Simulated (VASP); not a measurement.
Here is a VASP 6.6.1 calculation.

The input INCAR:

```
  PREC = Accurate
  ENCUT = 600
  EDIFF = 1E-6
  ISMEAR = -1
  SIGMA = 0.05
  LREAL = False
  LASPH = True
  NELM = 200
  ALGO = Normal
  ISIF = 2
  LWAVE = False
  LCHARG = False
  ISPIN = 2
  MAGMOM = 0.25 0.25 0.25 0.25 0.25 0.25 0.25 0.25 0.25 0.25 0.25 0.25 0.25 0.25 0.25 0.25
  LORBIT = 11
  GGA = PS
  NBANDS = 80
  GGA_COMPAT = False
```

Contents of KPOINTS:

```
regular mesh
0
Gamma
  1 1 1
```

POSCAR

```
MgCd3O4
1.0
    9.0859220000      0.0000000000      0.0000000000
    0.0000000000      4.5429610000      0.0000000000
    0.0000000000      0.0000000000      4.5429610000
O Mg Cd
8 2 6
Direct
    0.2496570000      0.9890390000      0.9892290000
    0.7560980000      0.0117790000      0.9959050000
    0.0068040000      0.5154040000      0.9971900000
    0.5000930000      0.4835650000      0.9942960000
    0.0014670000      0.0058490000      0.4952980000
    0.5023890000      0.9897560000      0.4884590000
    0.2458800000      0.4810910000      0.4866060000
    0.7436290000      0.5149190000      0.5015970000
    0.9939410000      0.0146040000      0.0110110000
    0.0010600000      0.5121350000      0.4843480000
    0.4974330000      0.9969140000      0.0025770000
    0.2515350000      0.5030740000      0.0115930000
    0.7451300000      0.4997320000      0.9914260000
    0.2550140000      0.0068000000      0.4983440000
    0.7452300000      0.0026590000      0.4895790000
    0.4992380000      0.4983530000      0.4956060000
```

Potentials or basis: VASP PAW PBE potentials, release 64 (O, Mg, Cd).

Command:

```sh
$ cat potpaw_PBE.64/O/POTCAR potpaw_PBE.64/Mg/POTCAR potpaw_PBE.64/Cd/POTCAR > POTCAR
$ mpirun -np 1 vasp_gam > vasp.out
```

Question: Predict the pressure.

Answer: -3.6 GPa.

Question: Predict the largest force.

Answer: 1.854 eV/Å.

Question: What does it give for the net moment?

Answer: 0.00 μB per cell.

Forces on the atoms (eV/Å):
```
O   -0.406  0.959  0.766
O   -0.306 -0.630 -0.317
O   -0.688 -0.230  0.164
O   -0.258  0.725  0.240
O   -0.242 -0.008 -0.206
O   -0.421  0.503  0.586
O   -0.054  1.372  1.119
O    0.875 -0.763 -0.565
Mg   0.292 -0.202 -0.318
Mg   0.121  0.014  0.315
Cd   0.595 -0.498 -0.820
Cd  -0.212 -0.797 -1.660
Cd   0.927  0.779  0.392
Cd  -0.943 -1.284 -0.302
Cd   0.945  0.555  0.642
Cd  -0.224 -0.495 -0.037
```

Caveat: the k points lie up to 1.38 Å⁻¹ apart, too coarse for converged energies, forces and pressures; the PAW data sets were made with another functional, which shifts forces and pressure a little.
